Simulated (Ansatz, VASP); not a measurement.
This is a calculation of Tc for VASP 6.6.1.

File INCAR:

```
  PREC = Accurate
  ENCUT = 600
  EDIFF = 1E-7
  ISMEAR = -1
  SIGMA = 0.05
  LREAL = F
  LASPH = T
  NELM = 80
  ALGO = Normal
  ISIF = 3
  LWAVE = F
  LCHARG = F
  GGA = PS
  IVDW = 13
  IBRION = 2
  NSW = 60
  EDIFFG = -0.01
```

The input KPOINTS:

```
Automatic mesh
0
Gamma
  11 11 3
```

Contents of POSCAR:

```
Tc
1.0
    2.7393552909      0.0000000000      0.0000000000
   -1.3696776454      2.3723512719      0.0000000000
    0.0000000000      0.0000000000      8.7696844400
Tc
4
Direct
    0.6666666667      0.3333333333      0.7500000000
    0.0000000000      0.0000000000      0.5000000000
    0.3333333333      0.6666666667      0.2500000000
    0.0000000000      0.0000000000      0.0000000000
```

Potentials or basis: VASP PAW PBE potentials, release 64 (Tc_pv).

The run is started by

```console
$ cat potpaw_PBE.64/Tc_pv/POTCAR > POTCAR
$ mpirun -np 1 vasp_std > vasp.out
```

Question: Set up the same calculation for Ansatz 0.2.0. Potentials there: Ansatz PAW earlier set.

Answer: As run (the cutoff follows the program's own potentials):

input.yaml

```yaml
crystal:
  lattice:
    - [2.7393552909, 0.0, 0.0]
    - [-1.3696776454, 2.3723512719, 0.0]
    - [0.0, 0.0, 8.76968444]
  atoms:
    - { symbol: Tc, position: [0.6666666667, 0.3333333333, 0.75] }
    - { symbol: Tc, position: [0.0, 0.0, 0.5] }
    - { symbol: Tc, position: [0.3333333333, 0.6666666667, 0.25] }
    - { symbol: Tc, position: [0.0, 0.0, 0.0] }
hamiltonian:
  xc: pbesol
  pseudopotentials: { kind: paw }
  dispersion: d4
kpoints:
  mp_grid: { grid: [11, 11, 3] }
scf:
  occupations: { method: fermi_dirac, width: 0.05 }
output:
  forces: true
  stress: true
  eigenvalues: true
relax:
  f_tol: 0.01
  max_steps: 40
  cell: { stress_tol: 0.05 }
```

Potentials or basis: Ansatz PAW earlier set.

The run is started by

```sh
$ ansatz run input.yaml --threads 2 --pin off --max-ram 5632MiB --backend cpu --events-out ev --progress --plain --runs-dir out
```

Both were run:

|  | VASP | Ansatz | Ansatz less VASP |
| --- | --- | --- | --- |
| gap on the k mesh at the Fermi level, each at its own relaxed structure (eV) | none | none | - |
| relaxed volume (Å³/atom) | 13.83 | 13.86 | +0.026 |
| relaxed cell length with the largest relative difference (Å) | 8.711 | 8.717 | +0.0057 |

VASP's potentials were made for PBE, not for PBEsol. A gap of «none» marks a metal or a gap that the smearing closes. VASP's potentials hold 52 valence electrons a cell and Ansatz's 60, so a difference there can come from the potentials and not from the codes.

Noted on Ansatz's run: the plane-wave basis is chosen anew once the cell has moved, so the energies of steps on either side of that aren't comparable.
